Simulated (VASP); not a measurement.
# Sn (C2/c) in VASP: notebook

The runs below take Sn through single point, with r2SCAN.

All numbers are computed with VASP 6.6.1; they aren't measurements. Logs are shortened: lines on timing, memory, paths and dates and some standing lists are left out, and cuts for length are marked.

## 1. The cell of the first run

It takes space group C2/c (No. 15, monoclinic). The conventional cell has a = 3.178 Å, b = 8.342 Å, c = 4.458 Å, α = 90.00°, β = 110.77°, γ = 90.00°. Sn (site symmetry 2) has 10 Sn at 3.05 to 3.79 Å within 4.0 Å.

## 2. Single point, r2SCAN

POSCAR reads:

```
Sn
1.0
   -2.9482820713      2.9504023647      1.5888172584
    2.9504023647     -2.9482820713      1.5888172584
    2.9460530987      2.9460530987     -1.5849306448
Sn
2
Direct
    0.0000251473      0.9999748527      0.0000000000
    0.7499748527      0.2500251473      0.5000000000
```

INCAR.step1 reads:

```
PREC     = Accurate       # precision mode
ENCUT    = 520            # plane-wave cutoff, eV
ISMEAR   = -1             # smearing method
SIGMA    = 0.1            # smearing width, eV
LREAL    = F              # projectors in reciprocal space
LASPH    = T              # aspherical terms in the spheres
NELM     = 60             # most SCF steps
NBANDS   = 21             # bands
GGA      = PE             # functional
ALGO     = Normal         # electronic algorithm
EDIFF    = 1E-4           # SCF threshold, eV
LWAVE    = T              # write WAVECAR
LCHARG   = F              # write CHGCAR
```

INCAR.step2 reads:

```
PREC     = Accurate       # precision mode
ENCUT    = 520            # plane-wave cutoff, eV
EDIFF    = 1E-6           # SCF threshold, eV
ISMEAR   = -1             # smearing method
SIGMA    = 0.1            # smearing width, eV
LREAL    = F              # projectors in reciprocal space
LASPH    = T              # aspherical terms in the spheres
NELM     = 60             # most SCF steps
ALGO     = Normal         # electronic algorithm
ISIF     = 2              # what is computed and relaxed
LWAVE    = F              # write WAVECAR
LCHARG   = T              # write CHGCAR
METAGGA  = R2SCAN         # meta-GGA
LMIXTAU  = T            
LELF     = T              # ELF
LVHAR    = T            
NBANDS   = 21             # bands
ISTART   = 1
```

KPOINTS reads:

```
Automatic mesh
0
Gamma
  11 11 8
```

Potentials or basis: VASP PAW PBE potentials, release 64 (Sn_d).

Command:

```sh
cat potpaw_PBE.64/Sn_d/POTCAR > POTCAR
cp INCAR.step1 INCAR
mpirun -np 1 vasp_std > vasp.out
cp INCAR.step2 INCAR
mpirun -np 1 vasp_std > vasp.out
```

OUTCAR:

```text
PREC = Accurate
   ENCUT = 520
   EDIFF = 1E-6
   ISMEAR = -1
   LREAL = F
   LASPH = T
   NELM = 60
   ISIF = 2
   METAGGA = R2SCAN
   ISTART = 1

 ion  position               nearest neighbor table
   1  0.000  1.000  0.000-   2 3.05   2 3.05   2 3.05   2 3.05
   2  0.750  0.250  0.500-   1 3.05   1 3.05   1 3.05   1 3.05

  LATTYP: Found a base centered monoclinic cell.
 ALAT       =     3.1776359316
 B/A-ratio  =     2.6252219289
 C/A-ratio  =     1.4028132337
 COS(beta)  =    -0.3546724370

  Lattice vectors:

 A1 = (  -2.9482820713,   2.9504023647,   1.5888172584)
 A2 = (   2.9504023647,  -2.9482820713,   1.5888172584)
 A3 = (   2.9460530987,   2.9460530987,  -1.5849306448)

Analysis of symmetry for initial positions (statically):
=====================================================================
 Subroutine PRICEL returns:
 Original cell was already a primitive cell.

 Routine SETGRP: Setting up the symmetry group for a
 base centered monoclinic supercell.

 Subroutine GETGRP returns: Found  4 space group operations
 (whereof  2 operations were pure point group operations)
 out of a pool of  4 trial point group operations.

The static configuration has the point symmetry C_2 .
 The point group associated with its full space group is C_2h.

Analysis of symmetry for dynamics (positions and initial velocities):
=====================================================================
 Subroutine PRICEL returns:
 Original cell was already a primitive cell.

 Routine SETGRP: Setting up the symmetry group for a
 base centered monoclinic supercell.

 Subroutine GETGRP returns: Found  4 space group operations
 (whereof  2 operations were pure point group operations)
 out of a pool of  4 trial point group operations.

The dynamic configuration has the point symmetry C_2 .
 The point group associated with its full space group is C_2h.

 Subroutine INISYM returns: Found  4 space group operations
 (whereof  2 operations are pure point group operations),
 and found     1 'primitive' translations

----------------------------------------------------------------------------------------

                                     Primitive cell

  volume of cell :      55.2402

  direct lattice vectors                    reciprocal lattice vectors
    -2.948282071  2.950402365  1.588817258    -0.000143327  0.169386000  0.314586574
     2.950402365 -2.948282071  1.588817258     0.169386000 -0.000143327  0.314586574
     2.946053099  2.946053099 -1.584930645     0.169657695  0.169657695 -0.000226410

  length of vectors
     4.463359897  4.463359897  4.457629737     0.357290288  0.357290288  0.239932320

  position of ions in fractional coordinates (direct lattice)
     0.000025147  0.999974853  1.000000000
     0.749974853  0.250025147  0.500000000

  ion indices of the primitive-cell ions
   primitive index   ion index
                 1           1
                 2           2

----------------------------------------------------------------------------------------

 KPOINTS: Automatic mesh

Automatic generation of k-mesh.
 Grid dimensions read from file:
 generate k-points for:   11   11    8

 Generating k-lattice:

  Cartesian coordinates                     Fractional coordinates (reciprocal lattice)
    -0.000013030  0.015398727  0.028598779     0.090909091 -0.000000000  0.000000000
     0.015398727 -0.000013030  0.028598779    -0.000000000  0.090909091  0.000000000
     0.021207212  0.021207212 -0.000028301    -0.000000000 -0.000000000  0.125000000

  Length of vectors
     0.032480935  0.032480935  0.029991540

  Shift w.r.t. Gamma in fractional coordinates (k-lattice)
     0.000000000  0.000000000  0.000000000

 Subroutine IBZKPT returns following result:
 ===========================================

 Found    270 irreducible k-points:

 Following reciprocal coordinates:
            Coordinates               Weight
  0.000000  0.000000  0.000000      1.000000
  0.090909 -0.000000  0.000000      4.000000
  0.181818 -0.000000  0.000000      4.000000
  0.272727 -0.000000  0.000000      4.000000
  0.363636 -0.000000  0.000000      4.000000
  0.454545  0.000000  0.000000      4.000000
[... 16 lines left out ...]
 -0.272727  0.181818 -0.000000      4.000000
 -0.181818  0.181818  0.000000      2.000000
 [... further k-points ...]
   k-points           NKPTS =    270   k-points in BZ     NKDIM =    270   number of bands    NBANDS=     21
   number of dos      NEDOS =    301   number of ions     NIONS =      2
   total plane-waves  NPLWV =  46656
   dimension x,y,z NGX =    36 NGY =   36 NGZ =   36
   dimension x,y,z NGXF=    72 NGYF=   72 NGZF=   72
   ions per type =               2
   NGX,Y,Z   is equivalent  to a cutoff of  13.41, 13.41, 13.43 a.u.
   NGXF,Y,Z  is equivalent  to a cutoff of  26.82, 26.82, 26.85 a.u.
 SYSTEM =  unknown system
   PREC   = accura    normal or accurate (medium, high low for compatibility)
   ISTART =      1    job   : 0-new  1-cont  2-samecut
   ICHARG =      0    charge: 1-file 2-atom 10-const
   ISPIN  =      1    spin polarized calculation?
   LNONCOLLINEAR =      F non collinear calculations
   LSORBIT =      F    spin-orbit coupling
   LASPH  =      T    aspherical Exc in radial PAW
   ENCUT  =  520.0 eV  38.22 Ry    6.18 a.u.   8.30  8.30  8.29*2*pi/ulx,y,z
   NELM   =     60;   NELMIN=  2; NELMDL=  0     # of ELM steps
   EDIFF  = 0.1E-05   stopping-criterion for ELM
   LREAL  =      F    real-space projection
   EDIFFG = 0.1E-04   stopping-criterion for IOM
   NSW    =      0    number of steps for IOM
   IBRION =     -1    ionic relax: 0-MD 1-quasi-New 2-CG
   NFREE  =      0    steps in history (QN), initial steepest desc. (CG)
   ISIF   =      2    stress and relaxation
   ISYM   =      2    0-nonsym 1-usesym 2-fastsym
   POTIM  = 0.5000    time-step for ionic-motion
   TEBEG  =    0.0;   TEEND  =   0.0 temperature during run
   PSTRESS=    0.0 pullay stress
   NELECT =      28.0000    total number of electrons
   NUPDOWN=      -1.0000    fix difference up-down
   EMIN   =  10.00;   EMAX   =-10.00  energy-range for DOS
   EFERMI =   0.00;   METHOD = LEGACY
   ISMEAR =    -1;   SIGMA  =   0.10  broadening in eV -4-tet -1-fermi 0-gaus
   EFERMI_NEDOS =   21; number of points for ismear=-14 and -15
   IALGO  =     38    algorithm
   IMIX   =      4    mixing-type and parameters
     AMIX     =   0.40;   BMIX     =  1.00
     AMIX_MAG =   1.60;   BMIX_MAG =  1.00
  volume/ion in A,a.u.               =      27.62       186.39
  Fermi-wavevector in a.u.,A,eV,Ry     =   1.305296  2.466652 23.181573  1.703798
  Thomas-Fermi vector in A             =   2.436174
   LORBIT       =      0    0 simple, 1 ext, 2 COOP (PROOUT), +10 PAW based schemes
   METAGGA = R2SCAN    functional components
   LHFCALC =     F    Hartree Fock is set to
   AEXX    =    0.0000 exact exchange contribution
   IVDW    =     0    specifies the selected vdW correction
   LEPSILON=     F    determine dielectric tensor
   LRPA    =     F    only Hartree local field effects (RPA)
 non-spin polarized calculation
  energy-cutoff  :      520.00
  volume of cell :       55.24
 maximum number of plane-waves:      1505
 NGX is ok and might be reduce to    36
   NGX = 17   NGY = 17   NGZ = 17

 number of electron      27.9999990 magnetization

 Free energy of the ion-electron system (eV)
  ---------------------------------------------------
  ext. energy  EPLUGINS =         0.00000000
  ---------------------------------------------------
  free energy    TOTEN  =       -49.26495704 eV

  energy without entropy =      -49.23788819  energy(sigma->0) =      -49.25142262

 E-fermi :   7.6654     XC(G=0): -11.0349

 val. band max:        7.6559902001   @ k =   0.1818   0.0909   0.3750
 cond. band min:       7.6744648558   @ k =   0.1818   0.0909   0.0000
 fundamental gap:      0.0184746557
 Fermi energy:         7.6654148598

 k-point     1 :       0.0000    0.0000    0.0000
  band No.  band energies     occupation
      1     -14.6297      2.00000
      2     -14.5555      2.00000
      3     -14.5015      2.00000
      4     -14.4964      2.00000
      5     -14.3306      2.00000
      6     -14.3304      2.00000
[... 13 lines left out ...]
     20      17.8254      0.00000
     21      18.5604      0.00000

 k-point     2 :       0.0909   -0.0000    0.0000
  band No.  band energies     occupation
      1     -14.6245      2.00000
      2     -14.5372      2.00000
      3     -14.4904      2.00000
      4     -14.4799      2.00000
      5     -14.3434      2.00000
      6     -14.3414      2.00000
[... 13 lines left out ...]
     20      17.5204      0.00000
     21      17.7005      0.00000

 k-point     3 :       0.1818   -0.0000    0.0000
  band No.  band energies     occupation
      1     -14.6088      2.00000
      2     -14.4914      2.00000
      3     -14.4742      2.00000
      4     -14.4321      2.00000
      5     -14.3703      2.00000
      6     -14.3511      2.00000
[... 13 lines left out ...]
     20      16.1582      0.00000
     21      16.5774      0.00000

 k-point     4 :       0.2727   -0.0000    0.0000
  band No.  band energies     occupation
      1     -14.5872      2.00000
      2     -14.4549      2.00000
      3     -14.4503      2.00000
      4     -14.4164      2.00000
      5     -14.3979      2.00000
      6     -14.3553      2.00000
[... 13 lines left out ...]
     20      15.1808      0.00000
     21      16.8980      0.00000

 k-point     5 :       0.3636   -0.0000    0.0000
  band No.  band energies     occupation
      1     -14.5677      2.00000
      2     -14.4523      2.00000
      3     -14.4490      2.00000
      4     -14.4308      2.00000
      5     -14.4036      2.00000
      6     -14.3746      2.00000
[... 13 lines left out ...]
     20      15.2608      0.00000
     21      17.9210      0.00000
[... 382 lines left out ...]
     20      16.5237      0.00000
     21      17.0930      0.00000

 k-point    22 :      -0.3636    0.1818   -0.0000
  band No.  band energies     occupation
      1     -14.5656      2.00000
      2     -14.5005      2.00000
      3     -14.4694      2.00000
      4     -14.4369      2.00000
      5     -14.3795      2.00000
      6     -14.3447      2.00000
[... 13 lines left out ...]
     20      16.7569      0.00000
     21      17.8422      0.00000

 k-point    23 :      -0.2727    0.1818   -0.0000
  band No.  band energies     occupation
      1     -14.5857      2.00000
      2     -14.5423      2.00000
      3     -14.5025      2.00000
      4     -14.4585      2.00000
      5     -14.3583      2.00000
      6     -14.3255      2.00000
[... 13 lines left out ...]
     20      18.2587      0.00000
     21      18.8617      0.00000

 k-point    24 :      -0.1818    0.1818    0.0000
  band No.  band energies     occupation
      1     -14.6020      2.00000
      2     -14.5589      2.00000
      3     -14.5157      2.00000
      4     -14.4739      2.00000
      5     -14.3448      2.00000
      6     -14.3187      2.00000
[... 13 lines left out ...]
     20      18.3545      0.00000
     21      18.6417      0.00000

 [... further k-points ...]
[... 5 lines left out ...]
  --------------------------------------------------------------------------------------
  -------------------------------------------------------------------------------------
  Total       -0.0021792     -0.0021792     -0.0064857      0.0010783      0.0001501      0.0001502
  in kB       -0.0632055     -0.0632055     -0.1881110      0.0312755      0.0043530      0.0043554
  external PRESSURE =      -0.1048407 kB  Pullay stress =       0.0000000 kB

 VOLUME and BASIS-vectors are now :
 -----------------------------------------------------------------------------
  energy-cutoff  :      520.00
  volume of cell :       55.24
      direct lattice vectors                 reciprocal lattice vectors
    -2.948282071  2.950402365  1.588817258    -0.000143327  0.169386000  0.314586574
     2.950402365 -2.948282071  1.588817258     0.169386000 -0.000143327  0.314586574
     2.946053099  2.946053099 -1.584930645     0.169657695  0.169657695 -0.000226410

 POSITION                                       TOTAL-FORCE (eV/Angst)
 -----------------------------------------------------------------------------------
      2.95025     -2.94813      1.58882        -0.000084      0.000084     -0.000000
     -0.00044      2.94861      0.79635         0.000084     -0.000084      0.000000
 -----------------------------------------------------------------------------------
    total drift:                               -0.000000      0.000000     -0.000000

  FREE ENERGIE OF THE ION-ELECTRON SYSTEM (eV)
  ---------------------------------------------------
  free  energy   TOTEN  =       -49.2649570431 eV

  energy  without entropy=      -49.2378881906  energy(sigma->0) =      -49.25142262
```

Run time: 14 min. Hardware: 1 thread of Intel Xeon 6975P-C, shared host; peak memory 0.39 GiB.

What came out:

```
Free energy            : -49.2650 eV
Pressure               : 0.0 GPa
Band gap on the k mesh : zero (band 14 reaches 9.18 eV, above the bottom of band 15 at 5.32 eV)
```

Caveat: the PAW data sets were made with another functional, which shifts forces and pressure a little; spin-orbit coupling is left out, which moves the levels of the heavy elements.

## 3. Single point, r2SCAN

POSCAR is that of step 2.

INCAR.step1 reads:

```
SYSTEM = Sn
PREC     = Accurate       ! precision mode
ENCUT    = 520            ! plane-wave cutoff, eV
ISMEAR   = 1              ! smearing method
SIGMA    = 0.01           ! smearing width, eV
LREAL    = .FALSE.        ! projectors in reciprocal space
LASPH    = .TRUE.         ! aspherical terms in the spheres
NELM     = 60             ! most SCF steps
NBANDS   = 21             ! bands
GGA      = PE             ! functional
ALGO     = Normal         ! electronic algorithm
EDIFF    = 1E-4           ! SCF threshold, eV
LWAVE    = .TRUE.         ! write WAVECAR
LCHARG   = .FALSE.        ! write CHGCAR
```

INCAR.step2 reads:

```
SYSTEM = Sn
PREC     = Accurate       ! precision mode
ENCUT    = 520            ! plane-wave cutoff, eV
EDIFF    = 1E-6           ! SCF threshold, eV
ISMEAR   = 1              ! smearing method
SIGMA    = 0.01           ! smearing width, eV
LREAL    = .FALSE.        ! projectors in reciprocal space
LASPH    = .TRUE.         ! aspherical terms in the spheres
NELM     = 60             ! most SCF steps
ALGO     = Normal         ! electronic algorithm
ISIF     = 2              ! what is computed and relaxed
LWAVE    = .FALSE.        ! write WAVECAR
LCHARG   = .FALSE.        ! write CHGCAR
METAGGA  = R2SCAN         ! meta-GGA
LMIXTAU  = .TRUE.       
NBANDS   = 21             ! bands
ISTART   = 1
```

KPOINTS reads:

```
regular mesh
0
G
  11 11 8
  0 0 0
```

Potentials or basis: VASP PAW PBE potentials, release 64 (Sn_d).

Command:

```sh
cat potpaw_PBE.64/Sn_d/POTCAR > POTCAR
cp INCAR.step1 INCAR
mpirun -np 1 vasp_std > vasp.out
cp INCAR.step2 INCAR
mpirun -np 1 vasp_std > vasp.out
```

Wall time 18 min (1 thread of Oxide Virtual Turin-like, shared host); peak memory 0.36 GiB.

It converged, with:

- Free energy: -49.2523 eV
- Pressure: 0.0 GPa
- Largest force: 0.003 eV/Å
- Band gap on the k mesh: zero (band 14 reaches 9.18 eV, above the bottom of band 15 at 5.32 eV)

Forces in eV/Å, atoms in the order of the input:
```
Sn  -0.002  0.002  0.000
Sn   0.002 -0.002  0.000
```

Stress tensor (GPa, compression positive):
```
-0.07 -0.05 -0.10
-0.05 -0.07 -0.10
-0.10 -0.10  0.02
```

Levels at points of the mesh, in eV from the Fermi level:
| k point | band 11 | band 12 | band 13 | band 14 | band 15 | band 16 | band 17 | band 18 |
| --- | --- | --- | --- | --- | --- | --- | --- | --- |
| (0.00, 0.00, 0.00) | -11.51 | -3.80 | -2.13 | -2.12 | 3.37 | 6.39 | 6.40 | 7.30 |
| (0.00, 0.00, 0.50) | -9.21 | -9.21 | 0.52 | 0.52 | 1.70 | 1.70 | 6.54 | 6.54 |

Caveat: the PAW data sets were made with another functional, which shifts forces and pressure a little; spin-orbit coupling is left out, which moves the levels of the heavy elements.

(Part 1 of 2 ends here.)
